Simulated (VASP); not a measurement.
A run of VASP 6.6.1 is set up as follows.

POSCAR

```
W
1.0
   -1.5993790600      1.5993790600      1.5993790600
    1.5993790600     -1.5993790600      1.5993790600
    1.5993790600      1.5993790600     -1.5993790600
W
1
Direct
    0.0000000000      0.0000000000      0.0000000000
```

Contents of INCAR.step1:

```
PREC = Accurate
ENCUT = 520
ISMEAR = -1
SIGMA = 0.1
LREAL = F
LASPH = T
NELM = 60
NBANDS = 13
GGA = PE
ALGO = Normal
EDIFF = 1E-4
LWAVE = T
LCHARG = F
```

INCAR.step2

```
PREC = Accurate
ENCUT = 520
EDIFF = 1E-6
ISMEAR = -1
SIGMA = 0.1
LREAL = F
LASPH = T
NELM = 60
ALGO = Normal
ISIF = 2
LWAVE = F
LCHARG = T
METAGGA = R2SCAN
LMIXTAU = T
LELF = T
LVHAR = T
NBANDS = 13
ISTART = 1
```

File KPOINTS:

```
regular mesh
0
Gamma
  15 15 15
```

Potentials or basis: VASP PAW PBE potentials, release 64 (W_sv).

Launch:

```console
$ cat potpaw_PBE.64/W_sv/POTCAR > POTCAR
$ cp INCAR.step1 INCAR
$ mpirun -np 1 vasp_std > vasp.out
$ cp INCAR.step2 INCAR
$ mpirun -np 1 vasp_std > vasp.out
```

**Question.** Estimate the pressure.

**Answer.** -7.4 GPa.

**Question.** Predict the band gap on the k mesh.

**Answer.** Zero (band 7 reaches 15.43 eV, above the bottom of band 8 at 9.60 eV).

Caveat: the PAW data sets were made with another functional, which shifts forces and pressure a little; spin-orbit coupling is left out, which moves the levels of the heavy elements.
